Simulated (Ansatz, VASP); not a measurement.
As: VASP beside Ansatz

File INCAR:

```
PREC = Accurate ; ENCUT = 600
EDIFF = 1E-6 ; ISMEAR = 1
SIGMA = 0.15 ; LREAL = F
LASPH = T ; NELM = 60
ALGO = Normal ; ISIF = 3
LWAVE = F ; LCHARG = F
GGA = CA ; IBRION = 2
NSW = 60 ; EDIFFG = -0.01
```

The input KPOINTS:

```
regular mesh
0
Gamma
  8 8 8
```

POSCAR

```
As
1.0
    2.7036817400      0.0000000000      0.0000000000
    0.0000000000      2.7036817400      0.0000000000
    0.0000000000      0.0000000000      2.7036817400
As
1
Direct
    0.5000000000      0.5000000000      0.5000000000
```

Input for Ansatz:

```yaml
crystal:
  lattice:
    - [2.70368174, 0.0, 0.0]
    - [0.0, 2.70368174, 0.0]
    - [0.0, 0.0, 2.70368174]
  atoms:
    - { symbol: As, position: [0.5, 0.5, 0.5] }
kpoints:
  mp_grid:
    grid: [8, 8, 8]
hamiltonian:
  xc: lda
  dispersion: none
scf:
  occupations:
    method: cold
    width: 0.15
relax:
  max_steps: 40
  cell: {}
```

Alike in both runs: task relaxation of cell and atoms; functional LDA; k mesh 8 × 8 × 8; no spin polarisation.

```csv
,VASP,Ansatz
version,VASP 6.6.1,Ansatz 0.2.0
potentials or method,"VASP PAW LDA potentials, release 64 (As)","plane waves, PAW"
plane-wave cutoff (eV),600,420
occupations,"methfessel-paxton of order 1, width 0.15 eV","cold, width 0.15 eV"
valence electrons in the cell,5,15
```

VASP gave:

```
relaxed volume (Å³/atom)                                     : 19.39
relaxed cell length with the largest relative difference (Å) : 2.687
```

Estimate Ansatz's values.

relaxed volume (Å³/atom): 19.32; relaxed cell length with the largest relative difference (Å): 2.683.

LDA's correlation is that of Perdew and Zunger in VASP and of Perdew and Wang (1992) in Ansatz. VASP's potentials hold 5 valence electrons a cell and Ansatz's 15, so a difference there can come from the potentials and not from the codes.
